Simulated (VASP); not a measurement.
A run of VASP 6.6.1:

File POSCAR:

```
PbSe
1.0
    0.0000000000      3.1504762639      3.1504762639
    3.1504762639      0.0000000000      3.1504762639
    3.1504762639      3.1504762639      0.0000000000
Pb Se
1 1
Direct
    0.0000000000      0.0000000000      0.0000000000
    0.5000000000      0.5000000000      0.5000000000
```

INCAR.step1

```
PREC = Accurate
ENCUT = 520
ISMEAR = 0
SIGMA = 0.01
LREAL = F
LASPH = T
NELM = 60
NBANDS = 17
GGA = PE
ALGO = Normal
EDIFF = 1E-4
LWAVE = T
LCHARG = F
```

The input INCAR.step2:

```
PREC = Accurate
ENCUT = 520
EDIFF = 1E-6
ISMEAR = 0
SIGMA = 0.01
LREAL = F
LASPH = T
NELM = 60
ALGO = Normal
ISIF = 2
LWAVE = F
LCHARG = F
METAGGA = R2SCAN
LMIXTAU = T
NBANDS = 17
ISTART = 1
```

Contents of KPOINTS:

```
regular mesh
0
Gamma
  8 8 8
```

Potentials or basis: VASP PAW PBE potentials, release 64 (Pb_d, Se).

Launch:

```console
$ cat potpaw_PBE.64/Pb_d/POTCAR potpaw_PBE.64/Se/POTCAR > POTCAR
$ cp INCAR.step1 INCAR
$ mpirun -np 1 vasp_std > vasp.out
$ cp INCAR.step2 INCAR
$ mpirun -np 1 vasp_std > vasp.out
```

Hardware: 1 thread of AMD EPYC 9R45 96-Core Processor (Zen 5), with other jobs on the host.

Problem. How long does it take, and how much memory?

Solution. Run time: 81 s on 1 thread of AMD EPYC 9R45 96-Core Processor (Zen 5), on a shared host, peak memory 0.2 GiB. Counts: k points 29.
